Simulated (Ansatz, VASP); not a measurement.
**MgS in VASP and in Ansatz**

```
CELL_PARAMETERS angstrom
0.00000 2.64067 2.60165
2.64067 0.00000 2.60165
2.64067 2.64067 0.00000
ATOMIC_POSITIONS crystal
Mg 0.00000 0.00000 0.00000
S 0.50000 0.50000 0.50000
```

Change from the starting cell: strain +0.015 along x and y, +0.000 along z, atoms carried along.

Alike in both runs: task single point; functional PBEsol; k mesh 8 × 8 × 8; occupations gaussian, width 0.05 eV; no spin polarisation.

|  | VASP | Ansatz |
| --- | --- | --- |
| version | VASP 6.6.1 | Ansatz 0.2.0 |
| potentials or method | VASP PAW PBE potentials, release 64 (Mg, S), cutoff 520 eV | scalar-relativistic, plane waves, PAW |
| valence electrons in the cell | 8 | 16 |

Ansatz gave:

* gap on the k mesh at the Fermi level (eV): 2.57
* least direct gap on the mesh (eV): 3.35
* pressure (GPa): -3.0
* traceless stress, the component that is largest in VASP (GPa): 0.89

Task: Estimate VASP's values.

Result: gap on the k mesh at the Fermi level (eV): 2.57; least direct gap on the mesh (eV): 3.34; pressure (GPa): -3.2; traceless stress, the component that is largest in VASP (GPa): 0.89.

VASP's potentials were made for PBE, not for PBEsol. The functional is the same, so the differences come from potentials, cutoffs and numerics. VASP's potentials hold 8 valence electrons a cell and Ansatz's 16, so a difference there can come from the potentials and not from the codes.
